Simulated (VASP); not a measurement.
**AlN: single point with r2SCAN**

AlN:

```
Al N
1.0
     0.00000    2.16283    2.16283
     2.16283    0.00000    2.16283
     2.16283    2.16283    0.00000
Al N
1 1
Direct
  0.00000 0.00000 0.00000
  0.75000 0.75000 0.75000
```

This cell differs from its parent crystal: volume scaled by 0.97.

- Program: VASP 6.6.1
- Task: single point
- Functional: r2SCAN
- Potentials or basis: VASP PAW PBE potentials, release 64 (Al, N)
- Cutoff: 520 eV
- k mesh: 10 × 10 × 10
- Occupations: gaussian, width 0.02 eV
- Spin: no spin polarisation
- Dipole correction: no
- Further INCAR settings: ALGO = Normal; EDIFF = 1e-06; NBANDS = 11

```yaml
Pressure: 6.4 GPa
Band_gap_on_the_k_mesh: 3.96 eV, indirect (least direct gap 5.17 eV)
```

Levels at points of the mesh, in eV from the valence-band top:
```csv
k point,band 2,band 3,band 4,band 5,band 6,band 7
"(0.00, 0.00, 0.00)",0.00,0.00,0.00,5.17,13.83,13.83
"(0.50, 0.00, 0.00)",-6.02,-0.49,-0.49,8.49,11.04,12.14
"(0.50, 0.50, 0.00)",-5.04,-1.84,-1.84,3.96,9.67,15.63
```

Run time: 18 s on 1 thread of Intel(R) Xeon(R) Platinum 8559C (Emerald Rapids), on a shared host, peak memory 0.14 GiB.

Caveat: the PAW data sets were made with another functional, which shifts forces and pressure a little. A k mesh can miss the band edges.
